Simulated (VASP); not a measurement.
# Zr (P6_3/mmc) in VASP: notebook

Zr is run at these levels: PBEsol; tasks: single point.

Program: VASP 6.6.1. These are calculated values, not measurements. Logs are shortened: lines on timing, memory, paths and dates and some standing lists are left out, and cuts for length are marked.

### Step 1. The cell of the first run

Symmetry: P6_3/mmc, No. 194, hexagonal system. The conventional cell has a = 3.280 Å, b = 3.280 Å, c = 4.993 Å, α = 90.00°, β = 90.00°, γ = 120.00°. Within 4.1 Å of Zr (site symmetry -6m2) lie 12 Zr at 3.13 to 3.28 Å.

### Step 2. Single point, PBEsol (strain +0.015 along x and y, -0.030 along z)

File INCAR:

```
PREC = Accurate
ENCUT = 520
EDIFF = 1E-6
ISMEAR = 0
SIGMA = 0.15
LREAL = F
LASPH = T
NELM = 80
ALGO = Fast
ISIF = 2
LWAVE = F
LCHARG = T
GGA = PS
LELF = T
LVHAR = T
NBANDS = 19
```

File KPOINTS:

```
Automatic mesh
0
Gamma
  18 18 10
```

File POSCAR:

```
Zr
1.0
    3.2804781959      0.0000000000      0.0000000000
   -1.6402390979      2.8409774542      0.0000000000
    0.0000000000      0.0000000000      4.9925900000
Zr
2
Direct
    0.3333333333      0.6666666667      0.2500000000
    0.6666666667      0.3333333333      0.7500000000
```

Potentials or basis: VASP PAW PBE potentials, release 64 (Zr_sv).

Launch:

```console
cat potpaw_PBE.64/Zr_sv/POTCAR > POTCAR
mpirun -np 1 vasp_std > vasp.out
```

OUTCAR:

```text
PREC = Accurate
   ENCUT = 520
   EDIFF = 1E-6
   ISMEAR = 0
   LREAL = F
   LASPH = T
   NELM = 80
   ISIF = 2
   GGA = PS

 ion  position               nearest neighbor table
   1  0.333  0.667  0.250-   2 3.13   2 3.13   2 3.13   2 3.13   2 3.13   2 3.13
   2  0.667  0.333  0.750-   1 3.13   1 3.13   1 3.13   1 3.13   1 3.13   1 3.13

  LATTYP: Found a hexagonal cell.
 ALAT       =     3.2804781959
 C/A-ratio  =     1.5219092162

  Lattice vectors:

 A1 = (   3.2804781959,   0.0000000000,   0.0000000000)
 A2 = (  -1.6402390979,   2.8409774542,   0.0000000000)
 A3 = (   0.0000000000,   0.0000000000,   4.9925900000)

Analysis of symmetry for initial positions (statically):
=====================================================================
 Subroutine PRICEL returns:
 Original cell was already a primitive cell.

 Routine SETGRP: Setting up the symmetry group for a
 hexagonal supercell.

 Subroutine GETGRP returns: Found 24 space group operations
 (whereof 12 operations were pure point group operations)
 out of a pool of 24 trial point group operations.

The static configuration has the point symmetry D_3d.
 The point group associated with its full space group is D_6h.

Analysis of symmetry for dynamics (positions and initial velocities):
=====================================================================
 Subroutine PRICEL returns:
 Original cell was already a primitive cell.

 Routine SETGRP: Setting up the symmetry group for a
 hexagonal supercell.

 Subroutine GETGRP returns: Found 24 space group operations
 (whereof 12 operations were pure point group operations)
 out of a pool of 24 trial point group operations.

The dynamic configuration has the point symmetry D_3d.
 The point group associated with its full space group is D_6h.

 Subroutine INISYM returns: Found 24 space group operations
 (whereof 12 operations are pure point group operations),
 and found     1 'primitive' translations

----------------------------------------------------------------------------------------

                                     Primitive cell

  volume of cell :      46.5298
[... 80 lines left out ...]
   PREC   = accura    normal or accurate (medium, high low for compatibility)
   ISTART =      0    job   : 0-new  1-cont  2-samecut
   ICHARG =      2    charge: 1-file 2-atom 10-const
   ISPIN  =      1    spin polarized calculation?
   LNONCOLLINEAR =      F non collinear calculations
   LSORBIT =      F    spin-orbit coupling
   LASPH  =      T    aspherical Exc in radial PAW
   ENCUT  =  520.0 eV  38.22 Ry    6.18 a.u.   6.10  6.10  9.28*2*pi/ulx,y,z
   NELM   =     80;   NELMIN=  2; NELMDL= -5     # of ELM steps
   EDIFF  = 0.1E-05   stopping-criterion for ELM
   LREAL  =      F    real-space projection
   EDIFFG = 0.1E-04   stopping-criterion for IOM
   NSW    =      0    number of steps for IOM
   IBRION =     -1    ionic relax: 0-MD 1-quasi-New 2-CG
   NFREE  =      0    steps in history (QN), initial steepest desc. (CG)
   ISIF   =      2    stress and relaxation
   ISYM   =      2    0-nonsym 1-usesym 2-fastsym
   POTIM  = 0.5000    time-step for ionic-motion
   TEBEG  =    0.0;   TEEND  =   0.0 temperature during run
   PSTRESS=    0.0 pullay stress
   NELECT =      24.0000    total number of electrons
   NUPDOWN=      -1.0000    fix difference up-down
   EMIN   =  10.00;   EMAX   =-10.00  energy-range for DOS
   EFERMI =   0.00;   METHOD = LEGACY
   ISMEAR =     0;   SIGMA  =   0.15  broadening in eV -4-tet -1-fermi 0-gaus
   EFERMI_NEDOS =   21; number of points for ismear=-14 and -15
   IALGO  =     68    algorithm
   IMIX   =      4    mixing-type and parameters
     AMIX     =   0.40;   BMIX     =  1.00
     AMIX_MAG =   1.60;   BMIX_MAG =  1.00
  volume/ion in A,a.u.               =      23.26       157.00
  Fermi-wavevector in a.u.,A,eV,Ry     =   1.312910  2.481040 23.452807  1.723733
  Thomas-Fermi vector in A             =   2.443270
   LORBIT       =      0    0 simple, 1 ext, 2 COOP (PROOUT), +10 PAW based schemes
   GGA     = PS    functional components
   LHFCALC =     F    Hartree Fock is set to
   AEXX    =    0.0000 exact exchange contribution
   IVDW    =     0    specifies the selected vdW correction
   LEPSILON=     F    determine dielectric tensor
   LRPA    =     F    only Hartree local field effects (RPA)
 non-spin polarized calculation
 RMM-DIIS sequential band-by-band and
 Gauss-broadening in eV      SIGMA  =   0.15
  energy-cutoff  :      520.00
  volume of cell :       46.53
 maximum number of plane-waves:      1272
   NGX = 13   NGY = 13   NGZ = 19

 number of electron      24.0000000 magnetization

 Free energy of the ion-electron system (eV)
  ---------------------------------------------------
  ext. energy  EPLUGINS =         0.00000000
  ---------------------------------------------------
  free energy    TOTEN  =       -18.13586262 eV

  energy without entropy =      -18.11483203  energy(sigma->0) =      -18.12534732

 E-fermi :   8.8870     XC(G=0): -11.2039

 val. band max:        8.8868410716   @ k =   0.0556  -0.0000   0.4000
 cond. band min:       8.9129171118   @ k =   0.1111  -0.0000   0.4000
 fundamental gap:      0.0260760402
 Fermi energy:         8.8869579173

 k-point     1 :       0.0000    0.0000    0.0000
  band No.  band energies     occupation
      1     -39.8801      2.00000
      2     -39.6954      2.00000
      3     -18.4811      2.00000
      4     -17.6031      2.00000
      5     -17.6031      2.00000
      6     -17.4228      2.00000
[... 505 lines left out ...]
      6     -17.8282      2.00000
[... 11 lines left out ...]
     18      14.2227      0.00000
     19      14.5916      0.00000

 [... further k-points ...]

------------------------ aborting loop because EDIFF is reached ----------------------------------------

  FORCE on cell =-STRESS in cart. coord.  units (eV):
  Direction    XX          YY          ZZ          XY          YZ          ZX
  --------------------------------------------------------------------------------------
  -------------------------------------------------------------------------------------
  Total       -1.2901174     -1.2901174      0.0459241     -0.0000000     -0.0000000      0.0000000
  in kB      -44.4231112    -44.4231112      1.5813226     -0.0000000     -0.0000000      0.0000000
  external PRESSURE =     -29.0882999 kB  Pullay stress =       0.0000000 kB

 VOLUME and BASIS-vectors are now :
 -----------------------------------------------------------------------------
  energy-cutoff  :      520.00
  volume of cell :       46.53
      direct lattice vectors                 reciprocal lattice vectors
     3.280478196  0.000000000  0.000000000     0.304833607  0.175995765  0.000000000
    -1.640239098  2.840977454  0.000000000     0.000000000  0.351991530  0.000000000
     0.000000000  0.000000000  4.992590000     0.000000000  0.000000000  0.200296840

 POSITION                                       TOTAL-FORCE (eV/Angst)
 -----------------------------------------------------------------------------------
     -0.00000      1.89398      1.24815         0.000000      0.000000      0.000000
      1.64024      0.94699      3.74444        -0.000000      0.000000      0.000000
 -----------------------------------------------------------------------------------
    total drift:                                0.000000     -0.000000      0.000000

  FREE ENERGIE OF THE ION-ELECTRON SYSTEM (eV)
  ---------------------------------------------------
  free  energy   TOTEN  =       -18.1358626175 eV

  energy  without entropy=      -18.1148320285  energy(sigma->0) =      -18.12534732
```

OSZICAR:

```text
N       E                     dE             d eps       ncg     rms          rms(c)
DAV:   1     0.216049502580E+03    0.21605E+03   -0.13259E+04  8436   0.125E+03
DAV:   2    -0.286658458516E+01   -0.21892E+03   -0.21466E+03  9866   0.368E+02
DAV:   3    -0.185585373863E+02   -0.15692E+02   -0.15562E+02 15098   0.714E+01
[... 11 lines left out ...]
RMM:  15    -0.181358524229E+02   -0.98137E-05   -0.79296E-05 13699   0.465E-02    0.103E-02
RMM:  16    -0.181358560488E+02   -0.36259E-05   -0.37840E-05 12564   0.318E-02    0.768E-03
RMM:  17    -0.181358598389E+02   -0.37901E-05   -0.23868E-05 10894   0.231E-02    0.253E-03
RMM:  18    -0.181358616762E+02   -0.18373E-05   -0.12970E-05 10081   0.175E-02    0.215E-03
RMM:  19    -0.181358626175E+02   -0.94130E-06   -0.85473E-06  8662   0.133E-02
   1 F= -.18135863E+02 E0= -.18125347E+02  d E =-.210306E-01
```

Run time: 1.8 min. Hardware: 1 thread of Intel Xeon 6975P-C (Granite Rapids), shared host; peak memory 0.27 GiB.

Results:

```yaml
Free_energy: -18.1359 eV
Pressure: -2.9 GPa
Band_gap_on_the_k_mesh: zero (bands 12 and 13 overlap by 1.19 eV)
```

Stress tensor (GPa, compression positive):
```
-4.44  0.00  0.00
 0.00 -4.44  0.00
 0.00  0.00  0.16
```

Caveat: the cell differs from its parent crystal (strain +0.015 along x and y, -0.030 along z); the PAW data sets were made with another functional, which shifts forces and pressure a little.

### Step 3. Single point, PBEsol (strain +0.000 along x and y, +0.015 along z)

File INCAR:

```
SYSTEM = Zr
  PREC = Accurate
  ENCUT = 520
  EDIFF = 1E-7
  ISMEAR = 0
  SIGMA = 0.15
  LREAL = .False.
  LASPH = .True.
  NELM = 80
  ALGO = Fast
  ISIF = 2
  LWAVE = .False.
  LCHARG = .False.
  GGA = PS
  NBANDS = 19
```

File KPOINTS:

```
Automatic mesh
0
Gamma
  18 18 10
  0 0 0
```

File POSCAR:

```
Zr
1.0
    3.2319982225      0.0000000000      0.0000000000
   -1.6159991112      2.7989925657      0.0000000000
    0.0000000000      0.0000000000      5.2242050000
Zr
2
Direct
    0.3333333333      0.6666666667      0.2500000000
    0.6666666667      0.3333333333      0.7500000000
```

Potentials or basis: VASP PAW PBE potentials, release 64 (Zr_sv).

Launch:

```console
cat potpaw_PBE.64/Zr_sv/POTCAR > POTCAR
mpirun -np 1 vasp_std > vasp.out
```

Wall time 2.8 min (1 thread of Intel Xeon 6975P-C (Granite Rapids), shared host); peak memory 0.27 GiB.

Results (log left out):

| Item | Value |
| --- | --- |
| Free energy | -18.1397 eV |
| Pressure | -4.6 GPa |
| Band gap on the k mesh | zero (bands 12 and 13 overlap by 1.15 eV) |

Stress tensor (GPa, compression positive):
```
-4.30  0.00  0.00
 0.00 -4.30  0.00
 0.00  0.00 -5.20
```

Levels at points of the mesh, in eV from the Fermi level:
```tsv
k point	band 8	band 9	band 10	band 11	band 12	band 13	band 14	band 15	band 16	band 17
(0.00, 0.00, 0.00)	-26.30	-5.64	-3.00	0.89	0.89	0.89	1.02	1.54	1.54	2.22
(0.50, 0.00, 0.00)	-26.41	-2.51	-2.49	-2.11	-0.18	0.63	0.70	1.37	4.92	5.18
(0.00, 0.00, 0.50)	-26.36	-3.98	-3.98	-0.01	-0.01	0.82	0.82	0.82	0.82	3.90
(0.50, 0.00, 0.50)	-26.52	-2.83	-2.83	-1.06	-1.06	1.60	1.60	2.24	2.24	5.14
```

Caveat: the cell differs from its parent crystal (strain +0.000 along x and y, +0.015 along z); the cell stands under tension; the PAW data sets were made with another functional, which shifts forces and pressure a little.
